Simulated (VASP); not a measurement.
# Si (P1) in VASP: single point with PBE

Aim: the single point of Si with PBE.

Everything below comes from runs of VASP 6.6.1. Logs are shortened: lines on timing, memory, paths and dates and some standing lists are left out, and cuts for length are marked.

## Step 1: The cell of the first run

The typed cell holds 4 atoms: a = 5.110 Å, b = 5.110 Å, c = 5.110 Å, α = 98.20°, β = 98.20°, γ = 135.61°.

## Step 2: Single point, PBE (atoms displaced along several vibrational modes)

Contents of INCAR:

```
ALGO = Normal
EDIFF = 1E-6
ENCUT = 520
GGA = PE
ISIF = 2
ISMEAR = 0
LASPH = True
LCHARG = False
LREAL = False
LWAVE = False
NBANDS = 16
NELM = 80
PREC = Accurate
SIGMA = 0.05
```

Contents of KPOINTS:

```
k-points
0
Gamma
  10 10 10
```

Contents of POSCAR:

```
Si
1.0
   -3.3455832176      3.3455832176      1.9304179803
    3.3455832176     -3.3455832176      1.9304179803
    3.3455832176      3.3455832176     -1.9304179803
Si
4
Direct
    0.1652610416      0.1682500571      0.3542319998
    0.8287609274      0.8317499429      0.6397899693
    0.1815995231      0.8213894924      0.0029890155
    0.8243785078      0.1786105076      0.0029890155
```

Potentials or basis: VASP PAW PBE potentials, release 64 (Si).

On the command line:

```bash
$ cat potpaw_PBE.64/Si/POTCAR > POTCAR
$ mpirun -np 1 vasp_std > vasp.out
```

OUTCAR:

```text
EDIFF = 1E-6
   ENCUT = 520
   GGA = PE
   ISIF = 2
   ISMEAR = 0
   LASPH = True
   LREAL = False
   NELM = 80
   PREC = Accurate

 ion  position               nearest neighbor table
   1  0.165  0.168  0.354-   2 2.29   4 2.35   3 2.39   2 2.42
   2  0.829  0.832  0.640-   1 2.29   4 2.39   1 2.42   3 2.43
   3  0.182  0.821  0.003-   4 2.36   4 2.36   1 2.39   2 2.43
   4  0.824  0.179  0.003-   1 2.35   3 2.36   3 2.36   2 2.39

  LATTYP: Found a body centered tetragonal cell.
 ALAT       =     6.6911664352
 C/A-ratio  =     0.5770049210

  Lattice vectors:

 A1 = (  -3.3455832176,   3.3455832176,   1.9304179803)
 A2 = (   3.3455832176,  -3.3455832176,   1.9304179803)
 A3 = (   3.3455832176,   3.3455832176,  -1.9304179803)

Analysis of symmetry for initial positions (statically):
=====================================================================
 Subroutine PRICEL returns:
 Original cell was already a primitive cell.

 Routine SETGRP: Setting up the symmetry group for a
 body centered tetragonal supercell.

 Subroutine GETGRP returns: Found  1 space group operations
 (whereof  1 operations were pure point group operations)
 out of a pool of 16 trial point group operations.

The static configuration has the point symmetry C_1 .

Analysis of symmetry for dynamics (positions and initial velocities):
=====================================================================
 Subroutine PRICEL returns:
 Original cell was already a primitive cell.

 Routine SETGRP: Setting up the symmetry group for a
 body centered tetragonal supercell.

 Subroutine GETGRP returns: Found  1 space group operations
 (whereof  1 operations were pure point group operations)
 out of a pool of 16 trial point group operations.

The dynamic configuration has the point symmetry C_1 .

 Subroutine INISYM returns: Found  1 space group operations
 (whereof  1 operations are pure point group operations),
 and found     1 'primitive' translations

----------------------------------------------------------------------------------------

                                     Primitive cell

  volume of cell :      86.4281

  direct lattice vectors                    reciprocal lattice vectors
    -3.345583218  3.345583218  1.930417980     0.000000000  0.149450774  0.259011263
     3.345583218 -3.345583218  1.930417980     0.149450774  0.000000000  0.259011263
[... 85 lines left out ...]
   LSORBIT =      F    spin-orbit coupling
   LASPH  =      T    aspherical Exc in radial PAW
   ENCUT  =  520.0 eV  38.22 Ry    6.18 a.u.   9.50  9.50  9.50*2*pi/ulx,y,z
   NELM   =     80;   NELMIN=  2; NELMDL= -5     # of ELM steps
   EDIFF  = 0.1E-05   stopping-criterion for ELM
   LREAL  =      F    real-space projection
   EDIFFG = 0.1E-04   stopping-criterion for IOM
   NSW    =      0    number of steps for IOM
   IBRION =     -1    ionic relax: 0-MD 1-quasi-New 2-CG
   NFREE  =      0    steps in history (QN), initial steepest desc. (CG)
   ISIF   =      2    stress and relaxation
   ISYM   =      2    0-nonsym 1-usesym 2-fastsym
   POTIM  = 0.5000    time-step for ionic-motion
   TEBEG  =    0.0;   TEEND  =   0.0 temperature during run
   PSTRESS=    0.0 pullay stress
   NELECT =      16.0000    total number of electrons
   NUPDOWN=      -1.0000    fix difference up-down
   EMIN   =  10.00;   EMAX   =-10.00  energy-range for DOS
   EFERMI =   0.00;   METHOD = LEGACY
   ISMEAR =     0;   SIGMA  =   0.05  broadening in eV -4-tet -1-fermi 0-gaus
   EFERMI_NEDOS =   21; number of points for ismear=-14 and -15
   IALGO  =     38    algorithm
   IMIX   =      4    mixing-type and parameters
     AMIX     =   0.40;   BMIX     =  1.00
     AMIX_MAG =   1.60;   BMIX_MAG =  1.00
  volume/ion in A,a.u.               =      21.61       145.81
  Fermi-wavevector in a.u.,A,eV,Ry     =   0.933032  1.763175 11.844531  0.870548
  Thomas-Fermi vector in A             =   2.059691
   LORBIT       =      0    0 simple, 1 ext, 2 COOP (PROOUT), +10 PAW based schemes
   GGA     = PE    functional components
   LHFCALC =     F    Hartree Fock is set to
   AEXX    =    0.0000 exact exchange contribution
   IVDW    =     0    specifies the selected vdW correction
   LEPSILON=     F    determine dielectric tensor
   LRPA    =     F    only Hartree local field effects (RPA)
 non-spin polarized calculation
 Gauss-broadening in eV      SIGMA  =   0.05
  energy-cutoff  :      520.00
  volume of cell :       86.43
 maximum number of plane-waves:      2361
 NGX is ok and might be reduce to    40
   NGX = 19   NGY = 19   NGZ = 19

 number of electron      16.0000000 magnetization

 Free energy of the ion-electron system (eV)
  ---------------------------------------------------
  ext. energy  EPLUGINS =         0.00000000
  ---------------------------------------------------
  free energy    TOTEN  =       -21.24472058 eV

  energy without entropy =      -21.24472050  energy(sigma->0) =      -21.24472054

 E-fermi :   5.5222     XC(G=0):  -9.0195

 val. band max:        5.3934261931   @ k =   0.5000   0.5000   0.5000
 cond. band min:       5.6643392659   @ k =  -0.2000  -0.1000   0.2000
 fundamental gap:      0.2709130728
 Fermi energy:         5.5222195637

 k-point     1 :       0.0000    0.0000    0.0000
  band No.  band energies     occupation
      1      -6.6517      2.00000
      2      -2.5095      2.00000
      3      -0.2502      2.00000
      4      -0.2443      2.00000
      5       1.5749      2.00000
      6       3.8284      2.00000
[... 433 lines left out ...]
      3      -0.3640      2.00000
      4      -0.3145      2.00000
      5       1.6875      2.00000
      6       2.4101      2.00000
[... 8 lines left out ...]
     15       9.9341      0.00000
     16      12.5378      0.00000

 [... further k-points ...]
[... 5 lines left out ...]
  --------------------------------------------------------------------------------------
  -------------------------------------------------------------------------------------
  Total        0.0050636      0.1077685      0.0901816      0.0517405     -0.5472891     -0.5453057
  in kB        0.0938677      1.9977795      1.6717585      0.9591488    -10.1454744    -10.1087061
  external PRESSURE =       1.2544685 kB  Pullay stress =       0.0000000 kB

 VOLUME and BASIS-vectors are now :
 -----------------------------------------------------------------------------
  energy-cutoff  :      520.00
  volume of cell :       86.43
      direct lattice vectors                 reciprocal lattice vectors
    -3.345583218  3.345583218  1.930417980     0.000000000  0.149450774  0.259011263
     3.345583218 -3.345583218  1.930417980     0.149450774  0.000000000  0.259011263
     3.345583218  3.345583218 -1.930417980     0.149450774  0.149450774  0.000000000

 POSITION                                       TOTAL-FORCE (eV/Angst)
 -----------------------------------------------------------------------------------
      1.19511      1.17511     -0.04000        -0.069428      0.266993      0.956008
      2.15047      2.13047      1.97042         0.069166      0.354683     -0.962130
      2.15047     -2.13047      1.93042         0.004875     -0.290123      0.002397
     -2.15047      2.17047      1.93042        -0.004612     -0.331552      0.003725
 -----------------------------------------------------------------------------------
    total drift:                               -0.000106      0.000002     -0.000011

  FREE ENERGIE OF THE ION-ELECTRON SYSTEM (eV)
  ---------------------------------------------------
  free  energy   TOTEN  =       -21.2447205769 eV

  energy  without entropy=      -21.2447204987  energy(sigma->0) =      -21.24472054
```

stdout:

```text
POSCAR found type information on POSCAR Si
 POSCAR found :  1 types and       4 ions
 scaLAPACK will be used
 LDA part: xc-table for (Slater+PW92), standard interpolation
 POSCAR, INCAR and KPOINTS ok, starting setup
 FFT: planning ... GRIDC
 FFT: planning ... GRID_SOFT
 FFT: planning ... GRID
 WAVECAR not read
 entering main loop
```

Wall time 9.9 min (1 thread of Intel Xeon Platinum 8124M at 3.00GHz (Skylake/Cascade Lake), shared host); peak memory 0.61 GiB.

Results:

- Free energy: -21.2447 eV
- Pressure: 0.1 GPa
- Largest force: 1.028 eV/Å
- Band gap on the k mesh: 0.27 eV (least direct gap 0.31 eV)

Forces in eV/Å, atoms in the order of the input:
```
Si  -0.069  0.267  0.956
Si   0.069  0.355 -0.962
Si   0.005 -0.290  0.002
Si  -0.005 -0.332  0.004
```

Caveat: the cell differs from its parent crystal (atoms displaced along several vibrational modes); semilocal functionals underestimate gaps, and a narrow one can read as zero; forces of over 1 eV/Å act on the atoms, so gaps and moduli don't describe the material at rest. A k mesh can miss the band edges.
